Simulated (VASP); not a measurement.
Set up this calculation in VASP 6.6.1, as the native input.

```
Task                   : single point
Functional             : BLYP
Dispersion             : D4
Potentials or basis    : VASP PAW PBE potentials, release 64 (P, B)
Cutoff                 : 520 eV
k mesh                 : 10 × 10 × 10
Occupations            : fermi-dirac, width 0.05 eV
Spin                   : no spin polarisation
Dipole correction      : no
Further INCAR settings : ALGO = Normal; EDIFF = 1e-07; NBANDS = 11
```

The structure of BP lies in POSCAR:

```
BP
1.0
    0.0000000000      2.2988586873      2.2988586873
    2.2988586873      0.0000000000      2.2988586873
    2.2988586873      2.2988586873      0.0000000000
P B
1 1
Direct
    0.7500000000      0.7500000000      0.7500000000
    0.0000000000      0.0000000000      0.0000000000
```

The input as run:

INCAR

```
SYSTEM = BP
PREC = Accurate
ENCUT = 520
EDIFF = 1E-7
ISMEAR = -1
SIGMA = 0.05
LREAL = .FALSE.
LASPH = .TRUE.
NELM = 80
ALGO = Normal
ISIF = 2
LWAVE = .FALSE.
LCHARG = .FALSE.
GGA = B5
ALDAX = 1.0
AGGAX = 1.0
AGGAC = 1.0
ALDAC = 0.0
IVDW = 13
VDW_S6 = 1.0
VDW_S8 = 2.34076671
VDW_A1 = 0.44488865
VDW_A2 = 4.0933009
NBANDS = 11
```

KPOINTS

```
Automatic mesh
0
G
  10 10 10
  0 0 0
```

Potentials or basis: VASP PAW PBE potentials, release 64 (P, B).

The run is started by

```sh
$ cat potpaw_PBE.64/P/POTCAR potpaw_PBE.64/B/POTCAR > POTCAR
$ mpirun -np 1 vasp_std > vasp.out
```

Results of the run:

```yaml
Pressure: -9.5 GPa
Band_gap_on_the_k_mesh: 1.58 eV, indirect (least direct gap 3.52 eV)
Dispersion_energy_per_atom: -0.663 eV
```

Caveat: the PAW data sets were made with another functional, which shifts forces and pressure a little.

It took 24 s on 1 thread of Intel Xeon 6975P-C, on a shared host, peak memory 0.14 GiB.
